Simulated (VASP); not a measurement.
Al3NiPd2, 6 atoms in the cell. Symmetry: P-3m1, No. 164, trigonal system. The conventional cell has a = 4.271 Å, b = 4.271 Å, c = 5.243 Å, α = 90.00°, β = 90.00°, γ = 120.00°. Within 3.4 Å of Al (site symmetry 3m) lie 5 Pd at 2.56 to 2.68 Å and 3 Ni at 2.60 Å and 6 Al at 2.96 to 3.06 Å. Within 3.5 Å of Al (site symmetry -3m) lie 6 Pd at 2.62 Å and 2 Ni at 2.62 Å and 6 Al at 3.06 Å. Within 3.4 Å of Ni (site symmetry -3m) lie 8 Al at 2.60 to 2.62 Å and 6 Pd at 3.02 Å. Pd (site symmetry 3m) has 8 Al at 2.56 to 2.68 Å and 3 Ni at 3.02 Å and 3 Pd at 3.03 Å within 3.4 Å. 

- Program: VASP 6.6.1
- Task: single point
- Functional: PBE
- Potentials or basis: VASP PAW PBE potentials, release 64 (Al, Ni, Pd)
- Cutoff: 520 eV
- k mesh: 12 × 12 × 8
- Occupations: gaussian, width 0.1 eV
- Spin: no spin polarisation
- Dipole correction: no
- Further INCAR settings: ALGO = Fast; EDIFF = 1e-07; NBANDS = 28

Potentials or basis: VASP PAW PBE potentials, release 64 (Al, Ni, Pd).

Command:

```bash
$ cat potpaw_PBE.64/Al/POTCAR potpaw_PBE.64/Ni/POTCAR potpaw_PBE.64/Pd/POTCAR > POTCAR
$ mpirun -np 1 vasp_std > vasp.out
```

Hardware: 1 thread of Intel(R) Xeon(R) 6975P-C (Granite Rapids) (shared host).

Q: How long does it take, and how much memory?

A: Run time: 3.1 min on 1 thread of Intel(R) Xeon(R) 6975P-C (Granite Rapids), on a shared host, peak memory 0.41 GiB. Counts: scf iterations 21, k points 131.
